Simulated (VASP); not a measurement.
**ZrO2: single point with PBE+D3(BJ)**

Crystal: ZrO2.

```xyz
3
Lattice="1.7964 1.0371 2.9431 -1.7964 1.0371 2.9431 0.0000 -2.0743 2.9431" Properties=species:S:1:pos:R:3 pbc="T T T"
Zr    0.0000    0.0000    4.4146
O     0.0000    0.0000    6.6205
O     0.0000    0.0000    2.2087
```

```
Program                : VASP 6.6.1
Task                   : single point
Functional             : PBE
Dispersion             : D3(BJ)
Potentials or basis    : VASP PAW PBE potentials, release 64 (Zr_sv, O)
Cutoff                 : 600 eV
k mesh                 : 6 × 6 × 6
Occupations            : gaussian, width 0.1 eV
Spin                   : no spin polarisation
Dipole correction      : no
Further INCAR settings : ALGO = Normal; EDIFF = 1e-06; NBANDS = 19
```

```json
{"Pressure": "0.3 GPa", "Band gap on the k mesh": "3.36 eV (least direct gap 3.80 eV)", "Dispersion energy per atom": "-0.268 eV"}
```

Stress tensor (GPa, compression positive):
```
 0.39  0.00  0.00
 0.00  0.39  0.00
 0.00  0.00 -0.04
```

Levels at points of the mesh, in eV from the valence-band top:
```
           k point  band 9  band 10  band 11  band 12  band 13  band 14  band 15  band 16
(0.00, 0.00, 0.00)   -5.24    -0.53    -0.53    -0.53     3.36     3.36     6.60     9.38
(0.50, 0.00, 0.00)   -2.53    -2.48    -1.65    -1.63     3.99     4.02     6.12     8.47
(0.50, 0.50, 0.00)   -3.14    -1.52    -1.50     0.00     3.80     4.75     5.85     7.28
(0.50, 0.50, 0.50)   -2.53    -2.47    -1.65    -1.65     4.00     4.00     6.08     8.49
```

Run time: 56 s on 1 thread of Intel Xeon 8259CL, on a shared host, peak memory 0.19 GiB.

A k mesh can miss the band edges.
